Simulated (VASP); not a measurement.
Input of a VASP 6.6.1 run:

Contents of INCAR:

```
SYSTEM = Si
PREC = Accurate
ENCUT = 520
EDIFF = 1E-7
ISMEAR = 0
SIGMA = 0.01
LREAL = .FALSE.
LASPH = .TRUE.
NELM = 150
ALGO = Normal
ISIF = 2
LWAVE = .FALSE.
LCHARG = .FALSE.
LNONCOLLINEAR = .TRUE.
MAGMOM = 0 0 0 0 0 0
LORBIT = 11
LSORBIT = .TRUE.
GGA_COMPAT = .FALSE.
LORBMOM = .TRUE.
GGA = PS
NBANDS = 20
```

File KPOINTS:

```
Automatic mesh
0
G
  10 10 10
  0 0 0
```

Contents of POSCAR:

```
Si
1.0
    0.0000000000      2.7276977521      2.7081195127
    2.7276977521      0.0000000000      2.7081195127
    2.7276977521      2.7276977521      0.0000000000
Si
2
Direct
    0.0000000000      0.0000000000      0.0000000000
    0.2500000000      0.2500000000      0.2500000000
```

Potentials or basis: VASP PAW PBE potentials, release 64 (Si).

Command:

```console
$ cat potpaw_PBE.64/Si/POTCAR > POTCAR
$ mpirun -np 1 vasp_ncl > vasp.out
```

**Question.** What does it give for the net moment?

**Answer.** 0.00 μB per cell.

**Question.** Estimate the pressure.

**Answer.** -0.3 GPa.

Moments on the atoms (μB; x, y, z):
```
Si  0.00 0.00 0.00
Si  0.00 0.00 0.00
```

Caveat: the PAW data sets were made with another functional, which shifts forces and pressure a little.
